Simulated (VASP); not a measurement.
# BN (Cm) in VASP: notebook

The runs below take BN through single point, with PBE+D3(BJ).

All numbers are computed with VASP 6.6.1; they aren't measurements. Logs are shortened: lines on timing, memory, paths and dates and some standing lists are left out, and cuts for length are marked.

### 1 The cell of the first run

Symmetry: Cm, No. 8, monoclinic system. Conventional cell: a = 4.341 Å, b = 2.506 Å, c = 6.597 Å, α = 90.00°, β = 90.00°, γ = 90.00°. Within 1.8 Å of B (site symmetry m) lie 3 N at 1.31 to 1.60 Å. Within 1.9 Å of B (site symmetry m) lie 3 N at 1.45 Å. N (site symmetry m) has 3 B at 1.45 Å within 1.9 Å. N (site symmetry m) has 3 B at 1.31 to 1.60 Å within 1.8 Å.

### 2 Single point, PBE+D3(BJ) (atom 1 (B) moved by -0.192 Å along [1 2 0] and -0.384 Å along [0 0 1])

INCAR reads:

```
SYSTEM = BN
PREC = Accurate
ENCUT = 520
EDIFF = 1E-6
ISMEAR = 0
SIGMA = 0.05
LREAL = .False.
LASPH = .True.
NELM = 100
ALGO = Normal
ISIF = 2
LWAVE = .False.
LCHARG = .True.
GGA = PE
IVDW = 12
LELF = .True.
LVHAR = .True.
NBANDS = 16
```

KPOINTS reads:

```
regular mesh
0
Gamma
  12 12 4
  0 0 0
```

POSCAR reads:

```
BN
1.0
    2.5061233057      0.0000000000      0.0000000000
   -1.2530616528      2.1703664477      0.0000000000
    0.0000000000      0.0000000000      6.5973571420
B N
2 2
Direct
   -0.0442321619     -0.0884643237      0.4417948746
    0.3333333333      0.6666666667      0.0000000000
    0.0000000000      0.0000000000      0.0000000000
    0.6666666667      0.3333333333      0.5000000000
```

Potentials or basis: VASP PAW PBE potentials, release 64 (B, N).

Started as:

```sh
$ cat potpaw_PBE.64/B/POTCAR potpaw_PBE.64/N/POTCAR > POTCAR
$ mpirun -np 1 vasp_std > vasp.out
```

OUTCAR:

```text
SYSTEM = BN
   PREC = Accurate
   ENCUT = 520
   EDIFF = 1E-6
   ISMEAR = 0
   LREAL = .False.
   LASPH = .True.
   NELM = 100
   ISIF = 2
   GGA = PE
   IVDW = 12
 IVDW          = 12

 ion  position               nearest neighbor table
   1  0.956  0.912  0.442-   4 1.31   4 1.60   4 1.60
   2  0.333  0.667  0.000-   3 1.45   3 1.45   3 1.45
   3  0.000  0.000  0.000-   2 1.45   2 1.45   2 1.45
   4  0.667  0.333  0.500-   1 1.31   1 1.60   1 1.60

  LATTYP: Found a hexagonal cell.
 ALAT       =     2.5061233057
 C/A-ratio  =     2.6324950281

  Lattice vectors:

 A1 = (   2.5061233057,   0.0000000000,   0.0000000000)
 A2 = (  -1.2530616528,   2.1703664477,   0.0000000000)
 A3 = (   0.0000000000,   0.0000000000,   6.5973571420)

Analysis of symmetry for initial positions (statically):
=====================================================================
 Subroutine PRICEL returns:
 Original cell was already a primitive cell.

 Routine SETGRP: Setting up the symmetry group for a
 hexagonal supercell.

 Subroutine GETGRP returns: Found  2 space group operations
 (whereof  2 operations were pure point group operations)
 out of a pool of 24 trial point group operations.

The static configuration has the point symmetry C_1h.

Analysis of symmetry for dynamics (positions and initial velocities):
=====================================================================
 Subroutine PRICEL returns:
 Original cell was already a primitive cell.

 Routine SETGRP: Setting up the symmetry group for a
 hexagonal supercell.

 Subroutine GETGRP returns: Found  2 space group operations
 (whereof  2 operations were pure point group operations)
 out of a pool of 24 trial point group operations.

The dynamic configuration has the point symmetry C_1h.

 Subroutine INISYM returns: Found  2 space group operations
 (whereof  2 operations are pure point group operations),
 and found     1 'primitive' translations

----------------------------------------------------------------------------------------

                                     Primitive cell

  volume of cell :      35.8844

  direct lattice vectors                    reciprocal lattice vectors
     2.506123306  0.000000000  0.000000000     0.399022665  0.230375843  0.000000000
    -1.253061653  2.170366448  0.000000000     0.000000000  0.460751686  0.000000000
     0.000000000  0.000000000  6.597357142     0.000000000  0.000000000  0.151575847

  length of vectors
     2.506123306  2.506123306  6.597357142     0.460751686  0.460751686  0.151575847

  position of ions in fractional coordinates (direct lattice)
     0.955767838  0.911535676  0.441794875
     0.333333333  0.666666667  0.000000000
     0.000000000  0.000000000  0.000000000
     0.666666667  0.333333333  0.500000000

  ion indices of the primitive-cell ions
   primitive index   ion index
                 1           1
                 2           2
                 3           3
                 4           4

----------------------------------------------------------------------------------------

 KPOINTS: regular mesh

Automatic generation of k-mesh.
 Grid dimensions read from file:
 generate k-points for:   12   12    4

 Generating k-lattice:

  Cartesian coordinates                     Fractional coordinates (reciprocal lattice)
     0.033251889  0.019197987  0.000000000     0.083333333 -0.000000000  0.000000000
     0.000000000  0.038395974  0.000000000     0.000000000  0.083333333  0.000000000
     0.000000000  0.000000000  0.037893962     0.000000000  0.000000000  0.250000000

  Length of vectors
     0.038395974  0.038395974  0.037893962

  Shift w.r.t. Gamma in fractional coordinates (k-lattice)
     0.000000000  0.000000000  0.000000000

 Subroutine IBZKPT returns following result:
 ===========================================

 Found    164 irreducible k-points:

 Following reciprocal coordinates:
            Coordinates               Weight
  0.000000  0.000000  0.000000      1.000000
  0.083333  0.000000  0.000000      4.000000
  0.000000  0.083333  0.000000      2.000000
  0.166667  0.000000  0.000000      4.000000
  0.000000  0.166667  0.000000      2.000000
  0.250000  0.000000  0.000000      4.000000
[... 16 lines left out ...]
 -0.083333  0.416667  0.000000      4.000000
 -0.416667  0.333333  0.000000      4.000000
 [... further k-points ...]
   k-points           NKPTS =    164   k-points in BZ     NKDIM =    164   number of bands    NBANDS=     16
   number of dos      NEDOS =    301   number of ions     NIONS =      4
   total plane-waves  NPLWV =  20000
   dimension x,y,z NGX =    20 NGY =   20 NGZ =   50
   dimension x,y,z NGXF=    40 NGYF=   40 NGZF=  100
   ions per type =               2   2
   NGX,Y,Z   is equivalent  to a cutoff of  13.27, 13.27, 12.60 a.u.
   NGXF,Y,Z  is equivalent  to a cutoff of  26.53, 26.53, 25.20 a.u.
 SYSTEM =  BN
   PREC   = accura    normal or accurate (medium, high low for compatibility)
   ISTART =      0    job   : 0-new  1-cont  2-samecut
   ICHARG =      2    charge: 1-file 2-atom 10-const
   ISPIN  =      1    spin polarized calculation?
   LNONCOLLINEAR =      F non collinear calculations
   LSORBIT =      F    spin-orbit coupling
   LASPH  =      T    aspherical Exc in radial PAW
   ENCUT  =  520.0 eV  38.22 Ry    6.18 a.u.   4.66  4.66 12.27*2*pi/ulx,y,z
   NELM   =    100;   NELMIN=  2; NELMDL= -5     # of ELM steps
   EDIFF  = 0.1E-05   stopping-criterion for ELM
   LREAL  =      F    real-space projection
   EDIFFG = 0.1E-04   stopping-criterion for IOM
   NSW    =      0    number of steps for IOM
   IBRION =     -1    ionic relax: 0-MD 1-quasi-New 2-CG
   NFREE  =      0    steps in history (QN), initial steepest desc. (CG)
   ISIF   =      2    stress and relaxation
   ISYM   =      2    0-nonsym 1-usesym 2-fastsym
   POTIM  = 0.5000    time-step for ionic-motion
   TEBEG  =    0.0;   TEEND  =   0.0 temperature during run
   PSTRESS=    0.0 pullay stress
   NELECT =      16.0000    total number of electrons
   NUPDOWN=      -1.0000    fix difference up-down
   EMIN   =  10.00;   EMAX   =-10.00  energy-range for DOS
   EFERMI =   0.00;   METHOD = LEGACY
   ISMEAR =     0;   SIGMA  =   0.05  broadening in eV -4-tet -1-fermi 0-gaus
   EFERMI_NEDOS =   21; number of points for ismear=-14 and -15
   IALGO  =     38    algorithm
   IMIX   =      4    mixing-type and parameters
     AMIX     =   0.40;   BMIX     =  1.00
     AMIX_MAG =   1.60;   BMIX_MAG =  1.00
  volume/ion in A,a.u.               =       8.97        60.54
  Fermi-wavevector in a.u.,A,eV,Ry     =   1.250680  2.363443 21.282251  1.564201
  Thomas-Fermi vector in A             =   2.384663
   LORBIT       =      0    0 simple, 1 ext, 2 COOP (PROOUT), +10 PAW based schemes
   GGA     = PE    functional components
   LHFCALC =     F    Hartree Fock is set to
   AEXX    =    0.0000 exact exchange contribution
   IVDW    =    12    specifies the selected vdW correction
   LEPSILON=     F    determine dielectric tensor
   LRPA    =     F    only Hartree local field effects (RPA)
 non-spin polarized calculation
 Gauss-broadening in eV      SIGMA  =   0.05
  energy-cutoff  :      520.00
  volume of cell :       35.88
 maximum number of plane-waves:       985
   NGX =  9   NGY =  9   NGZ = 25

 number of electron      15.9999998 magnetization

 Free energy of the ion-electron system (eV)
  ---------------------------------------------------
  ext. energy  EPLUGINS =         0.00000000
  ---------------------------------------------------
  free energy    TOTEN  =       -33.48136368 eV

  energy without entropy =      -33.48136368  energy(sigma->0) =      -33.48136368

 E-fermi :   4.3660     XC(G=0): -10.1864

 val. band max:        4.0438436517   @ k =   0.0000   0.0000   0.2500
 cond. band min:       5.5751474751   @ k =   0.0000   0.5000   0.5000
 fundamental gap:      1.5313038235
 Fermi energy:         4.3660057602

 k-point     1 :       0.0000    0.0000    0.0000
  band No.  band energies     occupation
      1     -15.7805      2.00000
      2     -14.7026      2.00000
      3      -4.1454      2.00000
      4      -1.4784      2.00000
      5       0.5514      2.00000
      6       0.5606      2.00000
[... 8 lines left out ...]
     15      14.8875      0.00000
     16      16.3851      0.00000

 k-point     2 :       0.0833    0.0000    0.0000
  band No.  band energies     occupation
      1     -15.6462      2.00000
      2     -14.5658      2.00000
      3      -3.9621      2.00000
      4      -1.3296      2.00000
      5       0.0019      2.00000
      6       0.2795      2.00000
[... 8 lines left out ...]
     15      15.2332      0.00000
     16      16.4488      0.00000

 k-point     3 :       0.0000    0.0833    0.0000
  band No.  band energies     occupation
      1     -15.6464      2.00000
      2     -14.5735      2.00000
      3      -3.9604      2.00000
      4      -1.3361      2.00000
      5       0.0037      2.00000
      6       0.1527      2.00000
[... 8 lines left out ...]
     15      14.7873      0.00000
     16      16.4564      0.00000

 k-point     4 :       0.1667    0.0000    0.0000
  band No.  band energies     occupation
      1     -15.2509      2.00000
      2     -14.1636      2.00000
      3      -3.4206      2.00000
      4      -1.4078      2.00000
      5      -0.9592      2.00000
      6      -0.4620      2.00000
[... 8 lines left out ...]
     15      16.2626      0.00000
     16      16.9394      0.00000
[... 324 lines left out ...]
 k-point    22 :       0.3333    0.0833    0.0000
  band No.  band energies     occupation
      1     -13.3399      2.00000
      2     -12.2576      2.00000
      3      -5.7015      2.00000
      4      -4.3095      2.00000
      5      -2.2918      2.00000
      6      -0.7326      2.00000
[... 8 lines left out ...]
     15      18.3503      0.00000
     16      18.6286      0.00000

 k-point    23 :      -0.0833    0.4167    0.0000
  band No.  band energies     occupation
      1     -13.3407      2.00000
      2     -12.3894      2.00000
      3      -5.7016      2.00000
      4      -4.7878      2.00000
      5      -2.2919      2.00000
      6      -0.5568      2.00000
[... 8 lines left out ...]
     15      17.6396      0.00000
     16      18.5490      0.00000

 k-point    24 :      -0.4167    0.3333    0.0000
  band No.  band energies     occupation
      1     -13.3396      2.00000
      2     -12.2145      2.00000
      3      -5.7020      2.00000
      4      -4.2601      2.00000
      5      -2.2911      2.00000
      6      -0.7262      2.00000
[... 8 lines left out ...]
     15      18.1729      0.00000
     16      18.4596      0.00000

 [... further k-points ...]

------------------------ aborting loop because EDIFF is reached ----------------------------------------

 Edisp (eV)   -0.57034

 E8    (eV) :    -0.1675

  FORCE on cell =-STRESS in cart. coord.  units (eV):
  Direction    XX          YY          ZZ          XY          YZ          ZX
  --------------------------------------------------------------------------------------
  -------------------------------------------------------------------------------------
  Total      -0.19829     3.72305    -1.85612     0.00000    -2.94200    -0.00000
  in kB      -8.85344   166.22788   -82.87263     0.00000  -131.35532    -0.00000
  external pressure =       24.83 kB  Pullay stress =        0.00 kB

 VOLUME and BASIS-vectors are now :
 -----------------------------------------------------------------------------
  energy-cutoff  :      520.00
  volume of cell :       35.88
      direct lattice vectors                 reciprocal lattice vectors
     2.506123306  0.000000000  0.000000000     0.399022665  0.230375843  0.000000000
    -1.253061653  2.170366448  0.000000000     0.000000000  0.460751686  0.000000000
     0.000000000  0.000000000  6.597357142     0.000000000  0.000000000  0.151575847

 POSITION                                       TOTAL-FORCE (eV/Angst)
 -----------------------------------------------------------------------------------
      1.25306      1.97837      2.91468         0.000000      7.734239      4.087838
     -0.00000      1.44691      0.00000        -0.000000     -0.005434     -0.318935
      0.00000      0.00000      0.00000        -0.000000     -0.002242      0.267631
      1.25306      0.72346      3.29868        -0.000000     -7.726563     -4.036534
 -----------------------------------------------------------------------------------
    total drift:                               -0.000000     -0.000317      0.000230

  FREE ENERGIE OF THE ION-ELECTRON SYSTEM (eV)
  ---------------------------------------------------
  free  energy   TOTEN  =       -34.0517078911 eV

  energy  without entropy=      -34.0517078911  energy(sigma->0) =      -34.05170789
```

Wall time 50 s (1 thread of AMD EPYC 9R45 (Zen 5), shared host); peak memory 0.18 GiB.

What came out:

- Free energy: -34.0517 eV
- Pressure: 2.5 GPa
- Largest force: 8.748 eV/Å
- Band gap on the k mesh: 1.53 eV, indirect (least direct gap 2.37 eV)
- Dispersion energy per atom: -0.143 eV

Forces on the atoms (eV/Å):
```
B    0.000  7.734  4.088
B    0.000 -0.005 -0.319
N    0.000 -0.002  0.268
N    0.000 -7.727 -4.037
```

Caveat: the cell differs from its parent crystal (atom 1 (B) moved by -0.192 Å along [1 2 0] and -0.384 Å along [0 0 1]); forces of over 1 eV/Å act on the atoms, so gaps and moduli don't describe the material at rest.

### 3 Single point, PBE+D3(BJ) (atom 1 (B) moved by -0.384 Å along [1 2 0] and -0.384 Å along [0 0 1])

INCAR reads:

```
PREC = Accurate
ENCUT = 520
EDIFF = 1E-6
ISMEAR = 0
SIGMA = 0.05
LREAL = False
LASPH = True
NELM = 100
ALGO = Normal
ISIF = 2
LWAVE = False
LCHARG = True
GGA = PE
IVDW = 12
LELF = True
LVHAR = True
NBANDS = 16
```

KPOINTS reads:

```
regular mesh
0
Gamma
  12 12 4
```

POSCAR: that of step 2 with these lines changed.

```diff
@@ -8,3 +8,3 @@
 Direct
-   -0.0442321619     -0.0884643237      0.4417948746
+   -0.0884643237     -0.1769286474      0.4417948746
     0.3333333333      0.6666666667      0.0000000000
```

Potentials or basis: VASP PAW PBE potentials, release 64 (B, N).

Started as:

```sh
$ cat potpaw_PBE.64/B/POTCAR potpaw_PBE.64/N/POTCAR > POTCAR
$ mpirun -np 1 vasp_std > vasp.out
```

Run time: 50 s. Hardware: 1 thread of AMD EPYC 9R45 (Zen 5), shared host; peak memory 0.18 GiB.

It converged, with:

```
Free energy                : -31.2619 eV
Pressure                   : 28.5 GPa
Largest force              : 23.619 eV/Å
Band gap on the k mesh     : 0.75 eV, indirect (least direct gap 1.89 eV)
Dispersion energy per atom : -0.143 eV
```

Forces on the atoms (eV/Å):
```
B     0.000  23.573  -1.465
B     0.000  -0.007  -0.313
N     0.000  -0.006   0.258
N     0.000 -23.560   1.520
```

Stress tensor (GPa, compression positive):
```
  4.20   0.00   0.00
  0.00  80.12 -40.14
  0.00 -40.14   1.26
```

Levels at points of the mesh, in eV from the valence-band top:
| k point | band 4 | band 5 | band 6 | band 7 | band 8 | band 9 | band 10 | band 11 | band 12 | band 13 |
| --- | --- | --- | --- | --- | --- | --- | --- | --- | --- | --- |
| (0.00, 0.00, 0.00) | -6.26 | -5.27 | -4.11 | -4.11 | 0.00 | 1.89 | 6.77 | 7.25 | 8.81 | 8.81 |
| (0.50, 0.00, 0.00) | -9.95 | -6.90 | -4.90 | -4.21 | -3.39 | 1.90 | 3.38 | 4.59 | 7.08 | 9.82 |
| (0.00, 0.50, 0.00) | -10.23 | -6.90 | -4.11 | -3.86 | -3.22 | 1.00 | 2.39 | 7.06 | 8.43 | 10.08 |
| (0.00, 0.00, 0.50) | -7.12 | -5.22 | -4.11 | -4.11 | 0.00 | 3.26 | 5.80 | 6.77 | 8.75 | 8.81 |
| (0.50, 0.00, 0.50) | -9.97 | -6.90 | -4.92 | -4.01 | -3.49 | 1.88 | 3.01 | 4.58 | 7.19 | 9.95 |
| (0.00, 0.50, 0.50) | -10.24 | -6.90 | -4.11 | -3.77 | -3.13 | 0.75 | 2.15 | 7.16 | 8.83 | 10.90 |

Caveat: the cell differs from its parent crystal (atom 1 (B) moved by -0.384 Å along [1 2 0] and -0.384 Å along [0 0 1]); forces of over 1 eV/Å act on the atoms, so gaps and moduli don't describe the material at rest.

[end of part 1 of 2]
